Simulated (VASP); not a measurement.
TiAs, 4 atoms in the cell. The structure is hexagonal, space group P6_3/mmc (No. 194). The conventional cell has a = 3.687 Å, b = 3.687 Å, c = 6.155 Å, α = 90.00°, β = 90.00°, γ = 120.00°. Ti (site symmetry -3m) has 6 As at 2.63 Å and 2 Ti at 3.08 Å within 3.5 Å. Within 3.5 Å of As (site symmetry -6m2) lie 6 Ti at 2.63 Å. 

* Program: VASP 6.6.1
* Task: relaxation of shape and atoms at fixed volume
* Functional: PBEsol
* Potentials or basis: VASP PAW PBE potentials, release 64 (Ti_sv, As)
* Cutoff: 600 eV
* k mesh: 12 × 12 × 8
* Occupations: gaussian, width 0.1 eV
* Spin: no spin polarisation
* Dipole correction: no
* Further INCAR settings: ALGO = Normal; EDIFF = 1e-06; IBRION = 2; EDIFFG = -0.01; NSW = 50; ISIF = 4

Potentials or basis: VASP PAW PBE potentials, release 64 (Ti_sv, As).

Command:

```console
$ cat potpaw_PBE.64/Ti_sv/POTCAR potpaw_PBE.64/As/POTCAR > POTCAR
$ mpirun -np 1 vasp_std > vasp.out
```

Hardware: 1 thread of Intel(R) Xeon(R) Platinum 8488C (Sapphire Rapids), with other jobs on the host.

How long does it take, and how much memory?

Wall time 5.3 min on 1 thread of Intel(R) Xeon(R) Platinum 8488C (Sapphire Rapids), on a shared host, peak memory 0.32 GiB. Counts: scf iterations 32, k points 95, ion steps 4.
